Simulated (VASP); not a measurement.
K4TeBr2: single point with PBE

Crystal: K4TeBr2.

```
K Te Br
1.0
     0.00000    0.00000    5.92107
    -6.28309    0.00000    0.00000
     3.14155   -8.58124    0.00000
K Te Br
4 1 2
Direct
  0.50000 0.87652 0.75304
  0.50000 0.12348 0.24696
  0.00000 0.60696 0.21391
  0.00000 0.39304 0.78609
  0.00000 0.00000 0.00000
  0.50000 0.67586 0.35171
  0.50000 0.32414 0.64829
```

```yaml
Program: VASP 6.6.1
Task: single point
Functional: PBE
Potentials_or_basis: VASP PAW PBE potentials, release 64 (K_sv, Te, Br)
Cutoff: 520 eV
k_mesh: 2 × 2 × 2
Occupations: gaussian, width 0.1 eV
Spin: no spin polarisation
Dipole_correction: no
Further_INCAR_settings: ALGO = Normal; EDIFF = 1e-06; NBANDS = 37
```

```json
{
 "Pressure": "0.0 GPa",
 "Largest force": "0.008 eV/Å",
 "Band gap on the k mesh": "2.05 eV (least direct gap 2.06 eV)"
}
```

Forces on the atoms (eV/Å):
```
K    0.000 -0.008  0.000
K    0.000  0.008  0.000
K    0.000  0.005  0.000
K    0.000 -0.005  0.000
Te   0.000  0.000  0.000
Br   0.000 -0.001  0.000
Br   0.000  0.001  0.000
```

Stress tensor (GPa, compression positive):
```
 0.04  0.00  0.00
 0.00 -0.03  0.00
 0.00  0.00  0.07
```

Levels at points of the mesh, in eV from the valence-band top:
```csv
k point,band 26,band 27,band 28,band 29,band 30,band 31
"(0.00, 0.00, 0.00)",-0.36,-0.17,-0.01,2.05,3.68,4.64
"(0.50, 0.00, 0.00)",-0.43,-0.20,-0.14,3.31,4.19,4.23
"(0.00, 0.50, 0.00)",-0.47,-0.20,0.00,3.39,3.78,4.19
"(0.50, 0.50, 0.00)",-0.39,-0.33,-0.07,3.60,3.68,4.05
"(0.00, 0.00, 0.50)",-0.46,-0.18,0.00,3.07,3.16,4.03
"(0.50, 0.00, 0.50)",-0.33,-0.20,-0.14,3.82,3.93,4.11
```

It took 3.4 min on 1 thread of Intel Xeon 8259CL (shared host), peak memory 0.42 GiB.

Caveat: the k points lie up to 0.53 Å⁻¹ apart; spin-orbit coupling is left out, which moves the levels of the heavy elements.
